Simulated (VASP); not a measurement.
Set up this calculation in VASP 6.6.1, as the native input.

* Task: single point
* Functional: PBEsol
* Dispersion: D3(BJ)
* Potentials or basis: VASP PAW PBE potentials, release 64 (As)
* Cutoff: 500 eV
* k mesh: 6 × 6 × 4
* Occupations: gaussian, width 0.1 eV
* Spin: no spin polarisation
* Dipole correction: no
* Further INCAR settings: ALGO = Normal; EDIFF = 1e-06; NBANDS = 18

The structure of As lies in POSCAR:

```
As
1.0
    1.9141499913     -5.5352716717     -0.0112436205
    1.7542934359      5.5257321626      0.0023832791
    0.0122683586     -0.0682356466      4.5437862762
As
4
Direct
    0.1403309402      0.9152479871      0.0604405391
    0.6210021143      0.3923956813      0.4400277258
    0.8995565870      0.1004141400      0.9536598390
    0.4032826392      0.6164597777      0.5576973388
```

These files were run (other wordings do the same):

INCAR

```
  ALGO = Normal
  EDIFF = 1E-6
  ENCUT = 500
  GGA = PS
  GGA_COMPAT = False
  ISIF = 2
  ISMEAR = 0
  IVDW = 12
  LASPH = True
  LCHARG = True
  LELF = True
  LREAL = False
  LVHAR = True
  LWAVE = False
  NBANDS = 18
  NELM = 120
  PREC = Accurate
  SIGMA = 0.1
```

KPOINTS

```
k-points
0
Gamma
  6 6 4
```

Potentials or basis: VASP PAW PBE potentials, release 64 (As).

Launch:

```console
$ cat potpaw_PBE.64/As/POTCAR > POTCAR
$ mpirun -np 1 vasp_std > vasp.out
```

Results of the run:

```json
{
  "Pressure": "-3.8 GPa",
  "Largest force": "1.014 eV/Å",
  "Dispersion energy per atom": "-0.341 eV"
}
```

Caveat: the cell stands under tension; the PAW data sets were made with another functional, which shifts forces and pressure a little.

Wall time 3.6 min on 1 thread of Intel Xeon 8259CL, with other jobs on the host, peak memory 0.3 GiB.
